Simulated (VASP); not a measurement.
# SiGe (P6_3mc) in VASP: further runs, part 2 of 2

VASP 6.6.1.

**5. Single point, r2SCAN (strain +0.025 along x and y, +0.025 along z)**

POSCAR reads:

```
SiGe
1.0
    4.0020625810      0.0000000000      0.0000000000
   -2.0010312905      3.4658878627      0.0000000000
    0.0000000000      0.0000000000      6.6120525750
Si Ge
2 2
Direct
    0.6666666667      0.3333333333      0.8746070000
    0.3333333333      0.6666666667      0.3746070000
    0.6666666667      0.3333333333      0.5003920000
    0.3333333333      0.6666666667      0.0003920000
```

INCAR.step1 reads:

```
PREC = Accurate
ENCUT = 520
ISMEAR = 0
SIGMA = 0.05
LREAL = False
LASPH = True
NELM = 60
NBANDS = 26
GGA = PE
ALGO = Normal
EDIFF = 1E-4
LWAVE = True
LCHARG = False
```

INCAR.step2 reads:

```
PREC = Accurate
ENCUT = 520
EDIFF = 1E-6
ISMEAR = 0
SIGMA = 0.05
LREAL = False
LASPH = True
NELM = 60
ALGO = Normal
ISIF = 2
LWAVE = False
LCHARG = False
METAGGA = R2SCAN
LMIXTAU = True
NBANDS = 26
ISTART = 1
```

KPOINTS reads:

```
Automatic mesh
0
Gamma
  12 12 4
```

Potentials or basis: VASP PAW PBE potentials, release 64 (Si, Ge_d).

On the command line:

```console
> cat potpaw_PBE.64/Si/POTCAR potpaw_PBE.64/Ge_d/POTCAR > POTCAR
> cp INCAR.step1 INCAR
> mpirun -np 1 vasp_std > vasp.out
> cp INCAR.step2 INCAR
> mpirun -np 1 vasp_std > vasp.out
```

OUTCAR:

```text
PREC = Accurate
   ENCUT = 520
   EDIFF = 1E-6
   ISMEAR = 0
   LREAL = False
   LASPH = True
   NELM = 60
   ISIF = 2
   METAGGA = R2SCAN
   ISTART = 1

 ion  position               nearest neighbor table
   1  0.667  0.333  0.875-   4 2.46   4 2.46   4 2.46   3 2.47
   2  0.333  0.667  0.375-   3 2.46   3 2.46   3 2.46   4 2.47
   3  0.667  0.333  0.500-   2 2.46   2 2.46   2 2.46   1 2.47
   4  0.333  0.667  0.000-   1 2.46   1 2.46   1 2.46   2 2.47

  LATTYP: Found a hexagonal cell.
 ALAT       =     4.0020625810
 C/A-ratio  =     1.6521612147

  Lattice vectors:

 A1 = (   4.0020625810,   0.0000000000,   0.0000000000)
 A2 = (  -2.0010312905,   3.4658878627,   0.0000000000)
 A3 = (   0.0000000000,   0.0000000000,   6.6120525750)

Analysis of symmetry for initial positions (statically):
=====================================================================
 Subroutine PRICEL returns:
 Original cell was already a primitive cell.

 Routine SETGRP: Setting up the symmetry group for a
 hexagonal supercell.

 Subroutine GETGRP returns: Found 12 space group operations
[... 170 lines left out ...]
  energy without entropy =      -45.06086422  energy(sigma->0) =      -45.06086422

 E-fermi :   4.9356     XC(G=0): -10.0361

 val. band max:        4.7335217280   @ k =   0.0000   0.0000   0.0000
 cond. band min:       5.2885200990   @ k =   0.0000   0.0000   0.0000
 fundamental gap:      0.5549983710
 Fermi energy:         4.9356317984

 k-point     1 :       0.0000    0.0000    0.0000
  band No.  band energies     occupation
      1     -20.4296      2.00000
      2     -20.4296      2.00000
      3     -20.4268      2.00000
      4     -20.4267      2.00000
      5     -20.4243      2.00000
      6     -20.4243      2.00000
[... 685 lines left out ...]
     25      11.9674      0.00000
     26      12.1424      0.00000

 [... further k-points ...]

------------------------ aborting loop because EDIFF is reached ----------------------------------------

  FORCE on cell =-STRESS in cart. coord.  units (eV):
  Direction    XX          YY          ZZ          XY          YZ          ZX
  --------------------------------------------------------------------------------------
  -------------------------------------------------------------------------------------
  Total       -3.0348219     -3.0348219     -3.0510015      0.0000000     -0.0000000     -0.0000000
  in kB      -53.0162630    -53.0162630    -53.2989101      0.0000000     -0.0000000     -0.0000000
  external PRESSURE =     -53.1104787 kB  Pullay stress =       0.0000000 kB

 VOLUME and BASIS-vectors are now :
 -----------------------------------------------------------------------------
  energy-cutoff  :      520.00
  volume of cell :       91.71
      direct lattice vectors                 reciprocal lattice vectors
     4.002062581  0.000000000  0.000000000     0.249871155  0.144263179  0.000000000
    -2.001031290  3.465887863  0.000000000     0.000000000  0.288526357  0.000000000
     0.000000000  0.000000000  6.612052575     0.000000000  0.000000000  0.151238967

 POSITION                                       TOTAL-FORCE (eV/Angst)
 -----------------------------------------------------------------------------------
      2.00103      1.15530      5.78295         0.000000      0.000000      0.007483
     -0.00000      2.31059      2.47692        -0.000000      0.000000      0.007483
      2.00103      1.15530      3.30862         0.000000      0.000000     -0.007483
     -0.00000      2.31059      0.00259         0.000000     -0.000000     -0.007483
 -----------------------------------------------------------------------------------
    total drift:                               -0.000000     -0.000001      0.012588

  FREE ENERGIE OF THE ION-ELECTRON SYSTEM (eV)
  ---------------------------------------------------
  free  energy   TOTEN  =       -45.0608642181 eV

  energy  without entropy=      -45.0608642181  energy(sigma->0) =      -45.06086422
```

OUTCAR.step1:

```text
PREC = Accurate
   ENCUT = 520
   ISMEAR = 0
   LREAL = False
   LASPH = True
[... 927 lines left out ...]
      2.00103      1.15530      5.78295         0.000000     -0.000000      0.009392
     -0.00000      2.31059      2.47692         0.000000      0.000000      0.009392
      2.00103      1.15530      3.30862        -0.000000     -0.000000     -0.009392
     -0.00000      2.31059      0.00259         0.000000      0.000000     -0.009392
 -----------------------------------------------------------------------------------
    total drift:                               -0.000000     -0.000000      0.001913

  FREE ENERGIE OF THE ION-ELECTRON SYSTEM (eV)
  ---------------------------------------------------
  free  energy   TOTEN  =       -19.6933260939 eV

  energy  without entropy=      -19.6933260239  energy(sigma->0) =      -19.69332606
```

Run time: 3.9 min. Hardware: 1 thread of Intel Xeon 6975P-C (Granite Rapids), shared host; peak memory 0.29 GiB.

Results:

```yaml
Free_energy: -45.0609 eV
Pressure: -5.3 GPa
Largest_force: 0.007 eV/Å
Band_gap_on_the_k_mesh: 0.56 eV
```

Forces on the atoms (eV/Å):
```
Si   0.000  0.000  0.007
Si   0.000  0.000  0.007
Ge   0.000  0.000 -0.007
Ge   0.000  0.000 -0.007
```

Levels at points of the mesh, in eV from the valence-band top:
| k point | band 15 | band 16 | band 17 | band 18 | band 19 | band 20 | band 21 | band 22 |
| --- | --- | --- | --- | --- | --- | --- | --- | --- |
| (0.00, 0.00, 0.00) | -1.53 | -0.28 | 0.00 | 0.00 | 0.55 | 1.23 | 2.26 | 2.26 |
| (0.50, 0.00, 0.00) | -4.53 | -3.06 | -2.80 | -1.49 | 0.76 | 2.14 | 3.58 | 3.63 |
| (0.00, 0.00, 0.50) | -0.93 | -0.93 | -0.93 | -0.93 | 1.32 | 1.32 | 3.32 | 3.32 |
| (0.50, 0.00, 0.50) | -2.52 | -2.52 | -2.43 | -2.43 | 0.89 | 0.89 | 2.21 | 2.21 |

Caveat: the cell differs from its parent crystal (strain +0.025 along x and y, +0.025 along z); the cell stands under tension; the PAW data sets were made with another functional, which shifts forces and pressure a little.

**6. Overview**

```csv
cell,gap on the mesh (eV),pressure (GPa),largest force (eV/Å)
"a = 3.904, b = 3.904, c = 6.773 Å, angles 90.0, 90.0, 120.0°, 4 atoms",0.75,-3.4,0.30
"a = 4.002, b = 4.002, c = 6.451 Å, angles 90.0, 90.0, 120.0°, 4 atoms",0.36,-3.7,0.20
"a = 4.100, b = 4.100, c = 6.290 Å, angles 90.0, 90.0, 120.0°, 4 atoms",none,-4.5,0.68
"a = 4.002, b = 4.002, c = 6.612 Å, angles 90.0, 90.0, 120.0°, 4 atoms",0.56,-5.3,0.01
```

Alike in all rows: task single point; level r2SCAN; potentials or basis VASP PAW PBE potentials, release 64 (Si, Ge_d); no spin polarisation; k mesh 12 × 12 × 4; cutoff (eV) 520; smearing gaussian 0.05 eV.

Caveats: the cell stands under tension; the PAW data sets were made with another functional, which shifts forces and pressure a little; semilocal functionals underestimate gaps, so a narrow gap can read as zero (at least some runs).

Absolute energies hang on the potentials; compare differences alone.
